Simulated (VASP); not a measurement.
# CoSi2 in VASP: notebook

The runs below take CoSi2 through single point, with PBE.

All numbers are computed with VASP 6.6.1; they aren't measurements. Logs are shortened: lines on timing, memory, paths and dates and some standing lists are left out, and cuts for length are marked.

## (1) The cell of the first run

The cell holds an amorphous packing of atoms, 24 atoms: a = 7.420 Å, b = 7.177 Å, c = 6.754 Å, α = 88.85°, β = 91.99°, γ = 92.64°.

## (2) Single point, PBE

The input, INCAR:

```
PREC = Accurate ; ENCUT = 520
EDIFF = 1E-7 ; ISMEAR = -1
SIGMA = 0.2146 ; LREAL = Auto
LASPH = T ; NELM = 80
ALGO = Normal ; ISIF = 2
LWAVE = F ; LCHARG = T
GGA = PE ; LELF = T
LVHAR = T ; NBANDS = 86
ISYM = 0
```

The input, KPOINTS:

```
Automatic mesh
0
Gamma
  1 1 1
  0.25 0.25 0.25
```

The input, POSCAR:

```
CoSi2
1.0
    7.4169260000     -0.1672480000     -0.1219080000
   -0.1672480000      7.1745680000      0.0683210000
   -0.1219080000      0.0683210000      6.7525770000
Si Co
16 8
Direct
    0.6335893291      0.6203281398      0.7050852096
    0.0216505014      0.6200538607      0.4583571086
    0.0726289166      0.9154656906      0.9047026808
    0.8208993476      0.6783132875      0.1011104584
    0.4849071292      0.3325394208      0.8485393995
    0.7240557541      0.1349079721      0.3422733486
    0.8327676285      0.9405172768      0.6509354807
    0.6768250320      0.4247089955      0.4938022688
    0.2859338907      0.5070185607      0.3358078869
    0.2046604594      0.0556134659      0.4791419897
    0.1614757224      0.5771389625     -0.0168065508
    0.8612567022      0.3619869555      0.0807135959
    0.6466757788      0.0728446863      0.0092222760
    0.4729140928      0.8227189047      0.3776761128
    0.4068363466     -0.0828275684     -0.0668961690
    0.1911052649      0.2521094820      0.0506923340
    0.2883875591      0.7521755684      0.7116622829
    0.9392248687     -0.0290538840      0.1484689498
    0.9263249799      0.1857885786      0.7626821825
    0.1877835262      0.3979861944      0.6438635945
    0.2017643324      0.8323276916      0.2130539535
    0.5807105524      0.0645298045      0.6338198767
    0.5150230523      0.3034724406      0.1850223833
    0.8920352286      0.6012664806      0.7617109888
```

Potentials or basis: VASP PAW PBE potentials, release 64 (Si, Co).

The run is started by

```
> cat potpaw_PBE.64/Si/POTCAR potpaw_PBE.64/Co/POTCAR > POTCAR
> mpirun -np 1 vasp_std > vasp.out
```

OUTCAR:

```text
PREC = Accurate
   ENCUT = 520
   EDIFF = 1E-7
   ISMEAR = -1
   LREAL = Auto
   LASPH = T
   NELM = 80
   ISIF = 2
   GGA = PE
   ISYM = 0

 ion  position               nearest neighbor table
   1  0.634  0.620  0.705-  24 1.95   8 2.06   5 2.49   7 2.70  17 2.77  14 2.88   4 3.00
   2  0.022  0.620  0.458-  24 2.29   9 2.34  20 2.37  21 2.59  17 2.72   4 2.83   8 2.88   7 3.08

   3  0.073  0.915  0.905-  18 2.01  21 2.34  19 2.43   7 2.44  17 2.45  15 2.48  11 2.59  16 2.72
                            24 2.74   4 2.82
   4  0.821  0.678  0.101-  18 2.26  12 2.31  24 2.45  11 2.81   3 2.82   2 2.83   1 3.00  21 3.06

   5  0.485  0.333  0.849-  23 2.28  13 2.48   1 2.49  22 2.57  20 2.62  16 2.65   8 2.88  15 3.06

   6  0.724  0.135  0.342-  23 2.24  22 2.31  13 2.35   8 2.38  18 2.45  12 2.58   7 2.61  14 2.86

   7  0.833  0.941  0.651-  19 2.01  22 2.11   3 2.44  24 2.59   6 2.61   1 2.70  13 3.02   2 3.08
                            10 3.10
   8  0.677  0.425  0.494-   1 2.06   6 2.38  23 2.52  24 2.67  22 2.80   2 2.88   5 2.88  19 3.10
                             9 3.13
   9  0.286  0.507  0.336-  20 2.34   2 2.34  23 2.54  21 2.56  11 2.57  14 2.62  16 2.73  17 3.12
                             8 3.13
  10  0.205  0.056  0.479-  21 2.43  20 2.73  17 2.74  14 2.77  22 2.94  18 2.98  19 3.05   7 3.10

  11  0.161  0.577  0.983-  16 2.39  17 2.40  21 2.43  24 2.47   9 2.57   3 2.59  20 2.67  12 2.74
                             4 2.81  15 3.00
  12  0.861  0.362  0.081-   4 2.31   6 2.58  19 2.59  13 2.60  16 2.62  23 2.70  24 2.74  11 2.74
                            18 2.92
  13  0.647  0.073  0.009-  15 2.11  23 2.33   6 2.35  18 2.47   5 2.48  22 2.57  12 2.60  19 2.79
                             7 3.02
  14  0.473  0.823  0.378-  21 2.27  22 2.56   9 2.62  17 2.71  10 2.77   6 2.86   1 2.88  15 3.09

  15  0.407  0.917  0.933-  17 2.07  13 2.11   3 2.48  21 2.52  22 2.62  11 3.00   5 3.06  16 3.08
                            14 3.09
  16  0.191  0.252  0.051-  11 2.39  23 2.55  12 2.62   5 2.65   3 2.72   9 2.73  19 2.75  18 2.77
                            20 2.92  15 3.08
  17  0.288  0.752  0.712-  15 2.07  11 2.40   3 2.45  20 2.66  14 2.71   2 2.72  10 2.74   1 2.77
                            22 3.10  24 3.11   9 3.12
  18  0.939  0.971  0.148-   3 2.01  21 2.25   4 2.26   6 2.45  13 2.47  16 2.77  12 2.92  10 2.98
                            19 3.00
  19  0.926  0.186  0.763-   7 2.01   3 2.43  20 2.55  12 2.59  16 2.75  22 2.79  13 2.79  18 3.00
                            24 3.00  10 3.05   8 3.10
  20  0.188  0.398  0.644-   9 2.34   2 2.37  19 2.55   5 2.62  17 2.66  11 2.67  10 2.73  24 2.84
                            16 2.92
  21  0.202  0.832  0.213-  18 2.25  14 2.27   3 2.34  11 2.43  10 2.43  15 2.52   9 2.56   2 2.59
                             4 3.06
  22  0.581  0.065  0.634-   7 2.11   6 2.31  14 2.56  13 2.57   5 2.57  15 2.62  19 2.79   8 2.80
                            10 2.94  17 3.10
  23  0.515  0.303  0.185-   6 2.24   5 2.28  13 2.33   8 2.52   9 2.54  16 2.55  12 2.70
  24  0.892  0.601  0.762-   1 1.95   2 2.29   4 2.45  11 2.47   7 2.59   8 2.67  12 2.74   3 2.74
                            20 2.84  19 3.00  17 3.11

IMPORTANT INFORMATION: All symmetrisations will be switched off!
NOSYMM: (Re-)initialisation of all symmetry stuff for point group C_1.

----------------------------------------------------------------------------------------

                                     Primitive cell

  volume of cell :     358.9992

  direct lattice vectors                    reciprocal lattice vectors
     7.416926000 -0.167248000 -0.121908000     0.134936682  0.003122643  0.002404492
    -0.167248000  7.174568000  0.068321000     0.003122643  0.139466907 -0.001354719
    -0.121908000  0.068321000  6.752577000     0.002404492 -0.001354719  0.148148726

  length of vectors
     7.419812986  7.176842317  6.754022909     0.134994224  0.139508439  0.148174431

  position of ions in fractional coordinates (direct lattice)
     0.633589329  0.620328140  0.705085210
     0.021650501  0.620053861  0.458357109
     0.072628917  0.915465691  0.904702681
     0.820899348  0.678313288  0.101110458
     0.484907129  0.332539421  0.848539399
     0.724055754  0.134907972  0.342273349
[... 16 lines left out ...]
     0.515023052  0.303472441  0.185022383
     0.892035229  0.601266481  0.761710989

  ion indices of the primitive-cell ions
   primitive index   ion index
                 1           1
                 2           2
                 3           3
                 4           4
                 5           5
                 6           6
[... 16 lines left out ...]
                23          23
                24          24

----------------------------------------------------------------------------------------

 KPOINTS: Automatic mesh

Automatic generation of k-mesh.
 Grid dimensions read from file:
 generate k-points for:    1    1    1

 Generating k-lattice:

  Cartesian coordinates                     Fractional coordinates (reciprocal lattice)
     0.134936682  0.003122643  0.002404492     1.000000000  0.000000000  0.000000000
     0.003122643  0.139466907 -0.001354719     0.000000000  1.000000000 -0.000000000
     0.002404492 -0.001354719  0.148148726     0.000000000  0.000000000  1.000000000

  Length of vectors
     0.134994224  0.139508439  0.148174431

  Shift w.r.t. Gamma in fractional coordinates (k-lattice)
     0.250000000  0.250000000  0.250000000

 Subroutine IBZKPT returns following result:
 ===========================================

 Found      1 irreducible k-points:

 Following reciprocal coordinates:
            Coordinates               Weight
  0.250000  0.250000  0.250000      2.000000
   k-points           NKPTS =      1   k-points in BZ     NKDIM =      1   number of bands    NBANDS=     86
   number of dos      NEDOS =    301   number of ions     NIONS =     24
   total plane-waves  NPLWV = 151200
   dimension x,y,z NGX =    56 NGY =   54 NGZ =   50
   dimension x,y,z NGXF=   112 NGYF=  108 NGZF=  100
   ions per type =              16   8
   NGX,Y,Z   is equivalent  to a cutoff of  12.55, 12.51, 12.31 a.u.
   NGXF,Y,Z  is equivalent  to a cutoff of  25.09, 25.02, 24.61 a.u.
 SYSTEM =  unknown system
   PREC   = accura    normal or accurate (medium, high low for compatibility)
   ISTART =      0    job   : 0-new  1-cont  2-samecut
   ICHARG =      2    charge: 1-file 2-atom 10-const
   ISPIN  =      1    spin polarized calculation?
   LNONCOLLINEAR =      F non collinear calculations
   LSORBIT =      F    spin-orbit coupling
   LASPH  =      T    aspherical Exc in radial PAW
   ENCUT  =  520.0 eV  38.22 Ry    6.18 a.u.  13.80 13.34 12.56*2*pi/ulx,y,z
   NELM   =     80;   NELMIN=  2; NELMDL= -5     # of ELM steps
   EDIFF  = 0.1E-06   stopping-criterion for ELM
   LREAL  =      T    real-space projection
   EDIFFG = 0.1E-05   stopping-criterion for IOM
   NSW    =      0    number of steps for IOM
   IBRION =     -1    ionic relax: 0-MD 1-quasi-New 2-CG
   NFREE  =      0    steps in history (QN), initial steepest desc. (CG)
   ISIF   =      2    stress and relaxation
   ISYM   =      0    0-nonsym 1-usesym 2-fastsym
   POTIM  = 0.5000    time-step for ionic-motion
   TEBEG  =    0.0;   TEEND  =   0.0 temperature during run
   PSTRESS=    0.0 pullay stress
   NELECT =     136.0000    total number of electrons
   NUPDOWN=      -1.0000    fix difference up-down
   EMIN   =  10.00;   EMAX   =-10.00  energy-range for DOS
   EFERMI =   0.00;   METHOD = LEGACY
   ISMEAR =    -1;   SIGMA  =   0.21  broadening in eV -4-tet -1-fermi 0-gaus
   EFERMI_NEDOS =   21; number of points for ismear=-14 and -15
   IALGO  =     38    algorithm
   IMIX   =      4    mixing-type and parameters
     AMIX     =   0.40;   BMIX     =  1.00
     AMIX_MAG =   1.60;   BMIX_MAG =  1.00
  volume/ion in A,a.u.               =      14.96       100.94
  Fermi-wavevector in a.u.,A,eV,Ry     =   1.184559  2.238492 19.091420  1.403180
  Thomas-Fermi vector in A             =   2.320771
   LORBIT       =      0    0 simple, 1 ext, 2 COOP (PROOUT), +10 PAW based schemes
   GGA     = PE    functional components
   LHFCALC =     F    Hartree Fock is set to
   AEXX    =    0.0000 exact exchange contribution
   IVDW    =     0    specifies the selected vdW correction
   LEPSILON=     F    determine dielectric tensor
   LRPA    =     F    only Hartree local field effects (RPA)
 non-spin polarized calculation
  energy-cutoff  :      520.00
  volume of cell :      359.00
 maximum number of plane-waves:      9649
 NGX is ok and might be reduce to    56
   NGX = 27   NGY = 27   NGZ = 25

 number of electron     135.9999970 magnetization

 Free energy of the ion-electron system (eV)
  ---------------------------------------------------
  ext. energy  EPLUGINS =         0.00000000
  ---------------------------------------------------
  free energy    TOTEN  =      -135.81726025 eV

  energy without entropy =     -133.05750027  energy(sigma->0) =     -134.43738026

 E-fermi :   8.3610     XC(G=0): -11.0603

 val. band max:        8.2699871716   @ k =   0.2500   0.2500   0.2500
 cond. band min:       8.4021547673   @ k =   0.2500   0.2500   0.2500
 fundamental gap:      0.1321675957
 Fermi energy:         8.3610326945

 k-point     1 :       0.2500    0.2500    0.2500
  band No.  band energies     occupation
      1      -3.9857      2.00000
      2      -3.2303      2.00000
      3      -2.8311      2.00000
      4      -2.1736      2.00000
      5      -1.3679      2.00000
      6      -1.2738      2.00000
[... 72 lines left out ...]
     79       9.9264      0.00136
     80      10.2206      0.00034
 [bands above 80 left out]

------------------------ aborting loop because EDIFF is reached ----------------------------------------

  FORCE on cell =-STRESS in cart. coord.  units (eV):
  Direction    XX          YY          ZZ          XY          YZ          ZX
  --------------------------------------------------------------------------------------
  -------------------------------------------------------------------------------------
  Total        2.6104623     -3.7966021    -13.7810282      4.3609425     12.2963380      5.2530686
  in kB       11.6502319    -16.9438555    -61.5033501     19.4624503     54.8773265     23.4439198
  external PRESSURE =     -22.2656579 kB  Pullay stress =       0.0000000 kB

 VOLUME and BASIS-vectors are now :
 -----------------------------------------------------------------------------
  energy-cutoff  :      520.00
  volume of cell :      359.00
      direct lattice vectors                 reciprocal lattice vectors
     7.416926000 -0.167248000 -0.121908000     0.134936682  0.003122643  0.002404492
    -0.167248000  7.174568000  0.068321000     0.003122643  0.139466907 -0.001354719
    -0.121908000  0.068321000  6.752577000     0.002404492 -0.001354719  0.148148726

 POSITION                                       TOTAL-FORCE (eV/Angst)
 -----------------------------------------------------------------------------------
      4.50958      4.39279      4.72628        -6.015767      3.442825      2.243836
      0.00100      4.47631      3.13481        -0.267384      0.447646     -0.045222
      0.27528      6.61773      6.16277         1.625052     -0.589835     -3.206839
      5.96278      4.73622      0.62903        -0.105890      1.073992      0.225554
      3.43746      2.36270      5.69343        -0.702087     -0.080630     -1.151820
      5.30598      0.87019      2.23218         0.852085     -1.190757      0.714957
[... 16 lines left out ...]
      3.74658      2.10379      1.20733        -0.389182      1.278450      0.309741
      6.42274      4.21668      5.07585         4.289804      0.459218      0.173120
 -----------------------------------------------------------------------------------
    total drift:                                0.008163     -0.000496      0.002755

  FREE ENERGIE OF THE ION-ELECTRON SYSTEM (eV)
  ---------------------------------------------------
  free  energy   TOTEN  =      -135.8172602460 eV

  energy  without entropy=     -133.0575002719  energy(sigma->0) =     -134.43738026
```

It took 3 min on 1 thread of Intel Xeon 6975P-C (Granite Rapids), shared host; peak memory 0.36 GiB.

Results:

```
Free energy            : -135.8173 eV
Pressure               : -2.2 GPa
Largest force          : 7.285 eV/Å
Band gap on the k mesh : 0.13 eV
```

Forces on the atoms (eV/Å):
```
Si  -6.016  3.443  2.244
Si  -0.267  0.448 -0.045
Si   1.625 -0.590 -3.207
Si  -0.106  1.074  0.226
Si  -0.702 -0.081 -1.152
Si   0.852 -1.191  0.715
Si   0.198 -3.656 -1.348
Si   0.630 -2.965 -2.466
Si   1.368 -0.369 -0.219
Si   0.017  0.372  0.506
Si   0.290  0.458 -0.868
Si   0.217 -0.733 -0.674
Si   3.096  0.776 -0.331
Si   0.240  0.116  0.825
Si  -1.818 -1.289  0.720
Si   0.076 -0.571 -0.198
Co  -0.516 -0.621 -1.702
Co  -3.179  2.673  2.536
Co   0.836  2.137  2.125
Co   0.100 -0.601  0.458
Co   1.079 -1.612  1.385
Co  -1.922  1.044 -0.012
Co  -0.389  1.278  0.310
Co   4.290  0.459  0.173
```

Stress tensor (GPa, compression positive):
```
 1.17  1.95  2.34
 1.95 -1.69  5.49
 2.34  5.49 -6.15
```

Levels at points of the mesh, in eV from the valence-band top:
```tsv
k point	band 64	band 65	band 66	band 67	band 68	band 69	band 70	band 71	band 72	band 73
(0.25, 0.25, 0.25)	-0.40	-0.32	-0.20	-0.10	0.00	0.13	0.23	0.31	0.54	0.62
```

Caveat: the k points lie up to 0.93 Å⁻¹ apart.

(Continued in part 2 of 2.)
